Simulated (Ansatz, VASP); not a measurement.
## PbO in VASP and in Ansatz

Contents of INCAR:

```
SYSTEM = PbO
ALGO     = Normal         ! electronic algorithm
EDIFF    = 1E-7           ! SCF threshold, eV
ENCUT    = 520            ! plane-wave cutoff, eV
GGA      = PE             ! functional
ISIF     = 2              ! what is computed and relaxed
ISMEAR   = -1             ! smearing method
LASPH    = .TRUE.         ! aspherical terms in the spheres
LCHARG   = .TRUE.         ! write CHGCAR
LELF     = .TRUE.         ! ELF
LREAL    = .FALSE.        ! projectors in reciprocal space
LVHAR    = .TRUE.       
LWAVE    = .FALSE.        ! write WAVECAR
NBANDS   = 17             ! bands
NELM     = 80             ! most SCF steps
PREC     = Accurate       ! precision mode
SIGMA    = 0.05           ! smearing width, eV
```

The input KPOINTS:

```
k-points
0
G
  12 12 12
  0 0 0
```

File POSCAR:

```
PbO
1.0
    0.0000000000      2.6583611016      2.6583611016
    2.6583611016      0.0000000000      2.6583611016
    2.6583611016      2.6583611016      0.0000000000
Pb O
1 1
Direct
    0.0000000000      0.0000000000      0.0000000000
    0.5000000000      0.5000000000      0.5000000000
```

Input for Ansatz:

```yaml
crystal:
  lattice:
    - [0.0, 2.6583611016, 2.6583611016]
    - [2.6583611016, 0.0, 2.6583611016]
    - [2.6583611016, 2.6583611016, 0.0]
  atoms:
    - { symbol: Pb, position: [0.0, 0.0, 0.0] }
    - { symbol: O, position: [0.5, 0.5, 0.5] }
kpoints:
  mp_grid: { grid: [12, 12, 12] }
scf:
  occupations: { method: fermi_dirac, width: 0.05 }
hamiltonian:
  xc: pbe
  pseudopotentials: { kind: all_electron, lapw: { basis_error: 0.00025 } }
output:
  forces: true
  stress: true
  eigenvalues: true
```

Change from the starting cell: volume scaled by 1.03.

Alike in both runs: task single point; functional PBE; k mesh 12 × 12 × 12; occupations fermi-dirac, width 0.05 eV; no spin polarisation.

```csv
,VASP,Ansatz
version,VASP 6.6.1,Ansatz 0.2.0
potentials or method,"VASP PAW PBE potentials, release 64 (Pb_d, O), cutoff 520 eV","all-electron LAPW, scalar-relativistic"
```

```csv
,VASP,Ansatz,Ansatz less VASP
pressure (GPa),-2.5,-2.4,+0.08
```

Ansatz ran all-electron here, and VASP with PAW potentials.

Spin-orbit coupling is off throughout.
